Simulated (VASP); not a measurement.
# Al3Ni2 (P-3m1) in VASP: a series of runs, part 2 of 2

VASP 6.6.1.

## 4. Single point, r2SCAN

This run uses another cell than the first one, of 12.40 Å³/atom.

Contents of POSCAR:

```
Al3Ni2
1.0
    3.8898468697      0.0000000000      0.0000000000
   -1.9449234348      3.3687062060      0.0000000000
    0.0000000000      0.0000000000      4.7325738769
Al Ni
3 2
Direct
    0.0000000000      0.0000000000      0.0000000000
    0.3333333333      0.6666666667      0.6468687040
    0.6666666667      0.3333333333      0.3531312960
    0.3333333333      0.6666666667      0.1472085897
    0.6666666667      0.3333333333      0.8527914103
```

Contents of INCAR.step1:

```
SYSTEM = Al3Ni2
ALGO = Normal
EDIFF = 1E-4
ENCUT = 520
GGA = PE
ISMEAR = 0
LASPH = .True.
LCHARG = .False.
LREAL = .False.
LWAVE = .True.
NBANDS = 22
NELM = 60
PREC = Accurate
SIGMA = 0.1
```

Contents of INCAR.step2:

```
SYSTEM = Al3Ni2
ALGO = Normal
EDIFF = 1E-6
ENCUT = 520
ISIF = 2
ISMEAR = 0
ISTART = 1
LASPH = .True.
LCHARG = .False.
LMIXTAU = .True.
LREAL = .False.
LWAVE = .False.
METAGGA = R2SCAN
NBANDS = 22
NELM = 60
PREC = Accurate
SIGMA = 0.1
```

Contents of KPOINTS:

```
k-points
0
Gamma
  12 12 8
  0 0 0
```

Potentials or basis: VASP PAW PBE potentials, release 64 (Al, Ni).

The run is started by

```
$ cat potpaw_PBE.64/Al/POTCAR potpaw_PBE.64/Ni/POTCAR > POTCAR
$ cp INCAR.step1 INCAR
$ mpirun -np 1 vasp_std > vasp.out
$ cp INCAR.step2 INCAR
$ mpirun -np 1 vasp_std > vasp.out
```

OUTCAR:

```text
SYSTEM = Al3Ni2
   EDIFF = 1E-6
   ENCUT = 520
   ISIF = 2
   ISMEAR = 0
   ISTART = 1
   LASPH = .True.
   LREAL = .False.
   METAGGA = R2SCAN
   NELM = 60
   PREC = Accurate

 ion  position               nearest neighbor table
   1  0.000  0.000  0.000-   4 2.35   5 2.35   4 2.35   5 2.35   5 2.35   4 2.35   2 2.80   3 2.80
                             2 2.80   3 2.80   2 2.80   3 2.80
   2  0.333  0.667  0.647-   4 2.36   4 2.37   5 2.45   5 2.45   5 2.45   3 2.64   3 2.64   3 2.64
                             1 2.80   1 2.80   1 2.80
   3  0.667  0.333  0.353-   5 2.36   5 2.37   4 2.45   4 2.45   4 2.45   2 2.64   2 2.64   2 2.64
                             1 2.80   1 2.80   1 2.80
   4  0.333  0.667  0.147-   1 2.35   1 2.35   1 2.35   2 2.36   2 2.37   3 2.45   3 2.45   3 2.45
                             5 2.64   5 2.64   5 2.64
   5  0.667  0.333  0.853-   1 2.35   1 2.35   1 2.35   3 2.36   3 2.37   2 2.45   2 2.45   2 2.45
                             4 2.64   4 2.64   4 2.64

  LATTYP: Found a hexagonal cell.
 ALAT       =     3.8898468697
 C/A-ratio  =     1.2166478618

  Lattice vectors:

 A1 = (   3.8898468697,   0.0000000000,   0.0000000000)
 A2 = (  -1.9449234348,   3.3687062060,   0.0000000000)
[... 179 lines left out ...]
  free energy    TOTEN  =       -47.12280587 eV

  energy without entropy =      -47.11728697  energy(sigma->0) =      -47.12004642

 E-fermi :   9.4957     XC(G=0): -12.4730

 val. band max:        9.4915572946   @ k =   0.0833   0.0833   0.0000
 cond. band min:       9.5040060109   @ k =   0.3333   0.2500   0.5000
 fundamental gap:      0.0124487162
 Fermi energy:         9.4956567045

 k-point     1 :       0.0000    0.0000    0.0000
  band No.  band energies     occupation
      1      -2.1817      2.00000
      2       3.6555      2.00000
      3       4.1798      2.00000
      4       5.3858      2.00000
      5       5.3858      2.00000
      6       6.0500      2.00000
[... 589 lines left out ...]
     21      16.7243      0.00000
     22      17.0355      0.00000

 [... further k-points ...]
[... 5 lines left out ...]
  --------------------------------------------------------------------------------------
  -------------------------------------------------------------------------------------
  Total        5.6729489      5.6729489      5.6862578      0.0000000      0.0000000      0.0000000
  in kB      146.5636974    146.5636974    146.9075395      0.0000000      0.0000000      0.0000000
  external PRESSURE =     146.6783115 kB  Pullay stress =       0.0000000 kB

 VOLUME and BASIS-vectors are now :
 -----------------------------------------------------------------------------
  energy-cutoff  :      520.00
  volume of cell :       62.01
      direct lattice vectors                 reciprocal lattice vectors
     3.889846870  0.000000000  0.000000000     0.257079529  0.148424935  0.000000000
    -1.944923435  3.368706206  0.000000000     0.000000000  0.296849870  0.000000000
     0.000000000  0.000000000  4.732573877     0.000000000  0.000000000  0.211301509

 POSITION                                       TOTAL-FORCE (eV/Angst)
 -----------------------------------------------------------------------------------
      0.00000      0.00000      0.00000        -0.000000      0.000000      0.000000
     -0.00000      2.24580      3.06135        -0.000000      0.000000      0.007760
      1.94492      1.12290      1.67122         0.000000     -0.000000     -0.007760
     -0.00000      2.24580      0.69668         0.000000     -0.000000      0.026192
      1.94492      1.12290      4.03590        -0.000000      0.000000     -0.026192
 -----------------------------------------------------------------------------------
    total drift:                               -0.000000     -0.000000      0.000000

  FREE ENERGIE OF THE ION-ELECTRON SYSTEM (eV)
  ---------------------------------------------------
  free  energy   TOTEN  =       -47.1228058727 eV

  energy  without entropy=      -47.1172869744  energy(sigma->0) =      -47.12004642
```

OUTCAR.step1:

```text
SYSTEM = Al3Ni2
   EDIFF = 1E-4
   ENCUT = 520
   GGA = PE
   ISMEAR = 0
[... 839 lines left out ...]
     -0.00000      2.24580      3.06135         0.000000      0.000000     -0.103793
      1.94492      1.12290      1.67122         0.000000     -0.000000      0.103793
     -0.00000      2.24580      0.69668        -0.000000      0.000000      0.083361
      1.94492      1.12290      4.03590         0.000000     -0.000000     -0.083361
 -----------------------------------------------------------------------------------
    total drift:                               -0.000000     -0.000000      0.000000

  FREE ENERGIE OF THE ION-ELECTRON SYSTEM (eV)
  ---------------------------------------------------
  free  energy   TOTEN  =       -24.8572200491 eV

  energy  without entropy=      -24.8511668010  energy(sigma->0) =      -24.85419343
```

OSZICAR.step1:

```text
N       E                     dE             d eps       ncg     rms          rms(c)
DAV:   1     0.145499559679E+03    0.14550E+03   -0.11957E+04  5772   0.138E+03
DAV:   2    -0.205247781370E+02   -0.16602E+03   -0.15692E+03  5788   0.279E+02
DAV:   3    -0.280278628425E+02   -0.75031E+01   -0.73346E+01  7154   0.750E+01
DAV:   4    -0.281879618133E+02   -0.16010E+00   -0.15994E+00  6770   0.987E+00
DAV:   5    -0.281937980897E+02   -0.58363E-02   -0.58360E-02  7242   0.201E+00    0.188E+01
DAV:   6    -0.331664641682E+02   -0.49727E+01   -0.68198E+01  6612   0.152E+02    0.245E+01
DAV:   7    -0.249714575805E+02    0.81950E+01   -0.24042E+01  6706   0.925E+01    0.245E+00
DAV:   8    -0.249363233480E+02    0.35134E-01   -0.19935E+00  8724   0.153E+01    0.266E+00
DAV:   9    -0.248620642392E+02    0.74259E-01   -0.31937E-01  6900   0.975E+00    0.764E-01
DAV:  10    -0.248571292179E+02    0.49350E-02   -0.19674E-02  8440   0.226E+00    0.284E-01
DAV:  11    -0.248572052619E+02   -0.76044E-04   -0.10870E-03  6822   0.241E-01    0.110E-01
DAV:  12    -0.248572200491E+02   -0.14787E-04   -0.61283E-05  4070   0.632E-02
   1 F= -.24857220E+02 E0= -.24854193E+02  d E =-.605325E-02
```

Run time: 20 min. Hardware: 1 thread of Intel Xeon 8259CL, shared host; peak memory 0.29 GiB.

What came out:

```
Free energy            : -47.1228 eV
Pressure               : 14.7 GPa
Largest force          : 0.026 eV/Å
Band gap on the k mesh : zero (an odd number of electrons rules out a gap without spin polarisation)
```

Forces on the atoms (eV/Å):
```
Al   0.000  0.000  0.000
Al   0.000  0.000  0.008
Al   0.000  0.000 -0.008
Ni   0.000  0.000  0.026
Ni   0.000  0.000 -0.026
```

Levels at points of the mesh, in eV from the Fermi level:
```tsv
k point	band 13	band 14	band 15	band 16	band 17	band 18
(0.00, 0.00, 0.00)	-1.48	1.37	1.37	3.51	3.51	5.49
(0.50, 0.00, 0.00)	-1.79	-1.78	-1.44	1.65	2.49	2.80
(0.00, 0.00, 0.50)	3.03	3.03	3.05	3.05	3.44	4.88
(0.50, 0.00, 0.50)	-1.99	-1.18	-0.42	1.73	2.56	3.90
```

Caveat: the cell stands under pressure; the PAW data sets were made with another functional, which shifts forces and pressure a little.

## 5. Single point, r2SCAN

This run uses another cell than the first one, of 12.86 Å³/atom.

Contents of POSCAR:

```
Al3Ni2
1.0
    3.9388933224      0.0000000000      0.0000000000
   -1.9694466612      3.4111816800      0.0000000000
    0.0000000000      0.0000000000      4.7866175683
Al Ni
3 2
Direct
    0.0000000000      0.0000000000      0.0000000000
    0.3333333333      0.6666666667      0.6474794530
    0.6666666667      0.3333333333      0.3525205470
    0.3333333333      0.6666666667      0.1467909899
    0.6666666667      0.3333333333      0.8532090101
```

Contents of INCAR.step1:

```
ALGO = Normal ; EDIFF = 1E-4
ENCUT = 520 ; GGA = PE
ISMEAR = 0 ; LASPH = T
LCHARG = F ; LREAL = F
LWAVE = T ; NBANDS = 22
NELM = 60 ; PREC = Accurate
SIGMA = 0.1
```

Contents of INCAR.step2:

```
ALGO = Normal ; EDIFF = 1E-6
ENCUT = 520 ; ISIF = 2
ISMEAR = 0 ; ISTART = 1
LASPH = T ; LCHARG = F
LMIXTAU = T ; LREAL = F
LWAVE = F ; METAGGA = R2SCAN
NBANDS = 22 ; NELM = 60
PREC = Accurate ; SIGMA = 0.1
```

Contents of KPOINTS:

```
k-points
0
Gamma
  12 12 8
```

Potentials or basis: VASP PAW PBE potentials, release 64 (Al, Ni).

The run is started by

```
$ cat potpaw_PBE.64/Al/POTCAR potpaw_PBE.64/Ni/POTCAR > POTCAR
$ cp INCAR.step1 INCAR
$ mpirun -np 1 vasp_std > vasp.out
$ cp INCAR.step2 INCAR
$ mpirun -np 1 vasp_std > vasp.out
```

OUTCAR:

```text
EDIFF = 1E-6
   ENCUT = 520
   ISIF = 2
   ISMEAR = 0
   ISTART = 1
   LASPH = T
   LREAL = F
   METAGGA = R2SCAN
   NELM = 60
   PREC = Accurate

 ion  position               nearest neighbor table
   1  0.000  0.000  0.000-   4 2.38   5 2.38   5 2.38   4 2.38   5 2.38   4 2.38   2 2.83   3 2.83
                             2 2.83   3 2.83   3 2.83   2 2.83
   2  0.333  0.667  0.647-   4 2.39   4 2.40   5 2.48   5 2.48   5 2.48   3 2.68   3 2.68   3 2.68
                             1 2.83   1 2.83   1 2.83
   3  0.667  0.333  0.353-   5 2.39   5 2.40   4 2.48   4 2.48   4 2.48   2 2.68   2 2.68   2 2.68
                             1 2.83   1 2.83   1 2.83
   4  0.333  0.667  0.147-   1 2.38   1 2.38   1 2.38   2 2.39   2 2.40   3 2.48   3 2.48   3 2.48
                             5 2.67   5 2.67   5 2.67
   5  0.667  0.333  0.853-   1 2.38   1 2.38   1 2.38   3 2.39   3 2.40   2 2.48   2 2.48   2 2.48
                             4 2.67   4 2.67   4 2.67

  LATTYP: Found a hexagonal cell.
 ALAT       =     3.9388933224
 C/A-ratio  =     1.2152188893

  Lattice vectors:

 A1 = (   3.9388933224,   0.0000000000,   0.0000000000)
 A2 = (  -1.9694466612,   3.4111816800,   0.0000000000)
 A3 = (   0.0000000000,   0.0000000000,   4.7866175683)

Analysis of symmetry for initial positions (statically):
=====================================================================
 Subroutine PRICEL returns:
 Original cell was already a primitive cell.

 Routine SETGRP: Setting up the symmetry group for a
 hexagonal supercell.

 Subroutine GETGRP returns: Found 12 space group operations
 (whereof 12 operations were pure point group operations)
 out of a pool of 24 trial point group operations.

The static configuration has the point symmetry D_3d.

Analysis of symmetry for dynamics (positions and initial velocities):
=====================================================================
 Subroutine PRICEL returns:
[... 129 lines left out ...]
   EFERMI =   0.00;   METHOD = LEGACY
   ISMEAR =     0;   SIGMA  =   0.10  broadening in eV -4-tet -1-fermi 0-gaus
   EFERMI_NEDOS =   21; number of points for ismear=-14 and -15
   IALGO  =     38    algorithm
   IMIX   =      4    mixing-type and parameters
     AMIX     =   0.40;   BMIX     =  1.00
     AMIX_MAG =   1.60;   BMIX_MAG =  1.00
  volume/ion in A,a.u.               =      12.86        86.80
  Fermi-wavevector in a.u.,A,eV,Ry     =   1.255369  2.372304 21.442136  1.575953
  Thomas-Fermi vector in A             =   2.389129
   LORBIT       =      0    0 simple, 1 ext, 2 COOP (PROOUT), +10 PAW based schemes
   METAGGA = R2SCAN    functional components
   LHFCALC =     F    Hartree Fock is set to
   AEXX    =    0.0000 exact exchange contribution
   IVDW    =     0    specifies the selected vdW correction
   LEPSILON=     F    determine dielectric tensor
   LRPA    =     F    only Hartree local field effects (RPA)
 non-spin polarized calculation
 Gauss-broadening in eV      SIGMA  =   0.10
  energy-cutoff  :      520.00
  volume of cell :       64.31
 maximum number of plane-waves:      1759
 NGX is ok and might be reduce to    30
   NGX = 15   NGY = 15   NGZ = 17

 number of electron      29.0000039 magnetization

 Free energy of the ion-electron system (eV)
  ---------------------------------------------------
  ext. energy  EPLUGINS =         0.00000000
  ---------------------------------------------------
  free energy    TOTEN  =       -47.28220477 eV

  energy without entropy =      -47.27656217  energy(sigma->0) =      -47.27938347

 E-fermi :   9.0482     XC(G=0): -12.2927

 val. band max:        9.0380486057   @ k =   0.1667   0.0833   0.2500
 cond. band min:       9.0563426254   @ k =   0.2500   0.0833   0.3750
 fundamental gap:      0.0182940197
 Fermi energy:         9.0482475555

 k-point     1 :       0.0000    0.0000    0.0000
  band No.  band energies     occupation
      1      -2.3768      2.00000
      2       3.3741      2.00000
      3       3.8602      2.00000
      4       5.1067      2.00000
      5       5.1067      2.00000
      6       5.7673      2.00000
[... 589 lines left out ...]
     21      16.0201      0.00000
     22      16.3463      0.00000

 [... further k-points ...]
[... 5 lines left out ...]
  --------------------------------------------------------------------------------------
  -------------------------------------------------------------------------------------
  Total        3.0097310      3.0097310      3.0282365      0.0000000      0.0000000      0.0000000
  in kB       74.9774150     74.9774150     75.4384168      0.0000000      0.0000000      0.0000000
  external PRESSURE =      75.1310822 kB  Pullay stress =       0.0000000 kB

 VOLUME and BASIS-vectors are now :
 -----------------------------------------------------------------------------
  energy-cutoff  :      520.00
  volume of cell :       64.31
      direct lattice vectors                 reciprocal lattice vectors
     3.938893322  0.000000000  0.000000000     0.253878417  0.146576772  0.000000000
    -1.969446661  3.411181680  0.000000000     0.000000000  0.293153544  0.000000000
     0.000000000  0.000000000  4.786617568     0.000000000  0.000000000  0.208915792

 POSITION                                       TOTAL-FORCE (eV/Angst)
 -----------------------------------------------------------------------------------
      0.00000      0.00000      0.00000         0.000000      0.000000      0.000000
     -0.00000      2.27412      3.09924        -0.000000     -0.000000      0.005753
      1.96945      1.13706      1.68738        -0.000000      0.000000     -0.005753
     -0.00000      2.27412      0.70263        -0.000000      0.000000      0.025078
      1.96945      1.13706      4.08399         0.000000     -0.000000     -0.025078
 -----------------------------------------------------------------------------------
    total drift:                               -0.000000     -0.000000      0.000000

  FREE ENERGIE OF THE ION-ELECTRON SYSTEM (eV)
  ---------------------------------------------------
  free  energy   TOTEN  =       -47.2822047705 eV

  energy  without entropy=      -47.2765621745  energy(sigma->0) =      -47.27938347
```

OUTCAR.step1:

```text
EDIFF = 1E-4
   ENCUT = 520
   GGA = PE
   ISMEAR = 0
[... 839 lines left out ...]
     -0.00000      2.27412      3.09924        -0.000000     -0.000000     -0.100108
      1.96945      1.13706      1.68738         0.000000      0.000000      0.100108
     -0.00000      2.27412      0.70263        -0.000000     -0.000000      0.078709
      1.96945      1.13706      4.08399        -0.000000      0.000000     -0.078709
 -----------------------------------------------------------------------------------
    total drift:                                0.000000     -0.000000      0.000000

  FREE ENERGIE OF THE ION-ELECTRON SYSTEM (eV)
  ---------------------------------------------------
  free  energy   TOTEN  =       -25.0774228274 eV

  energy  without entropy=      -25.0711714700  energy(sigma->0) =      -25.07429715
```

Wall time 18 min (1 thread of Intel Xeon 8259CL, shared host); peak memory 0.3 GiB.

What came out:

- Free energy: -47.2822 eV
- Pressure: 7.5 GPa
- Largest force: 0.025 eV/Å
- Band gap on the k mesh: zero (an odd number of electrons rules out a gap without spin polarisation)

Forces on the atoms (eV/Å):
```
Al   0.000  0.000  0.000
Al   0.000  0.000  0.006
Al   0.000  0.000 -0.006
Ni   0.000  0.000  0.025
Ni   0.000  0.000 -0.025
```

Levels at points of the mesh, in eV from the Fermi level:
```csv
k point,band 11,band 12,band 13,band 14,band 15,band 16,band 17,band 18,band 19,band 20
"(0.00, 0.00, 0.00)",-1.83,-1.83,-1.41,1.33,1.33,3.41,3.41,5.27,5.58,7.72
"(0.50, 0.00, 0.00)",-2.24,-2.03,-1.70,-1.70,-1.40,1.58,2.43,2.63,5.10,5.75
"(0.00, 0.00, 0.50)",-1.96,-1.96,2.97,2.97,3.00,3.00,3.43,4.72,4.80,4.80
"(0.50, 0.00, 0.50)",-2.09,-1.93,-1.90,-1.13,-0.41,1.68,2.48,3.72,6.98,8.10
```

Caveat: the cell stands under pressure; the PAW data sets were made with another functional, which shifts forces and pressure a little. Spin polarisation is off, so any magnetic state and its effect on volume and gap are missing.

## 6. The runs side by side

```tsv
cell	gap on the mesh (eV)	pressure (GPa)	largest force (eV/Å)
a = 3.681, b = 3.681, c = 4.502 Å, angles 90.0, 90.0, 120.0°, 5 atoms, atomic positions A	none	59.4	0.03
a = 3.805, b = 3.805, c = 4.639 Å, angles 90.0, 90.0, 120.0°, 5 atoms, atomic positions B	none	29.6	0.03
a = 3.890, b = 3.890, c = 4.733 Å, angles 90.0, 90.0, 120.0°, 5 atoms, atomic positions C	none	14.7	0.03
a = 3.939, b = 3.939, c = 4.787 Å, angles 90.0, 90.0, 120.0°, 5 atoms, atomic positions D	none	7.5	0.03
```

Alike in all rows: task single point; level r2SCAN; potentials or basis VASP PAW PBE potentials, release 64 (Al, Ni); no spin polarisation; k mesh 12 × 12 × 8; cutoff (eV) 520; smearing gaussian 0.1 eV.

Caveats: the cell stands under pressure; the PAW data sets were made with another functional, which shifts forces and pressure a little.

Total energies depend on the potentials used, so only differences within one code and one set of settings carry meaning.

The gap in the log of VASP goes by the Fermi energy; the results here count the filled bands.